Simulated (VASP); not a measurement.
# TaN: single point with PBE

Crystal: TaN.

```xyz
2
Lattice="0.0000 2.2081 2.1198 2.2081 0.0000 2.1198 2.2081 2.2081 0.0000" Properties=species:S:1:pos:R:3 pbc="T T T"
Ta    2.2081    2.2081    2.1198
N     0.0000    0.0000    0.0000
```

This cell differs from its parent crystal: engineering shear strain xz +0.0000, normal strain along z -0.0400.

```
Program                : VASP 6.6.1
Task                   : single point
Functional             : PBE
Potentials or basis    : VASP PAW PBE potentials, release 64 (Ta_pv, N)
Cutoff                 : 520 eV
k mesh                 : 18 × 18 × 18
Occupations            : gaussian, width 0.15 eV
Spin                   : no spin polarisation
Dipole correction      : no
Further INCAR settings : ALGO = Normal; EDIFF = 1e-06; NBANDS = 15
```

```
Pressure               : 17.4 GPa
Band gap on the k mesh : zero (bands 8 and 9 overlap by 4.12 eV)
```

Stress tensor (GPa, compression positive):
```
 7.11  0.00  0.00
 0.00  7.11  0.00
 0.00  0.00 38.09
```

Levels at points of the mesh, in eV from the Fermi level:
| k point | band 5 | band 6 | band 7 | band 8 | band 9 | band 10 | band 11 | band 12 |
| --- | --- | --- | --- | --- | --- | --- | --- | --- |
| (0.00, 0.00, 0.00) | -3.99 | -3.99 | -3.77 | -2.34 | -2.34 | -1.85 | -0.23 | -0.01 |
| (0.50, 0.00, 0.00) | -10.62 | -7.82 | -7.81 | 1.78 | 2.17 | 2.18 | 3.89 | 7.31 |
| (0.50, 0.50, 0.00) | -6.39 | -5.72 | -4.86 | -4.86 | 2.25 | 3.70 | 3.70 | 4.91 |
| (0.50, 0.00, 0.50) | -6.85 | -5.63 | -4.74 | -4.53 | 2.08 | 3.43 | 3.95 | 4.91 |

It took 51 s on 1 thread of Intel(R) Xeon(R) 6975P-C (Granite Rapids), on a shared host, peak memory 0.26 GiB.

Caveat: the cell differs from its parent crystal (engineering shear strain xz +0.0000, normal strain along z -0.0400); the stress differs along the axes, from 7 to 38 GPa; spin-orbit coupling is left out, which moves the levels of the heavy elements.
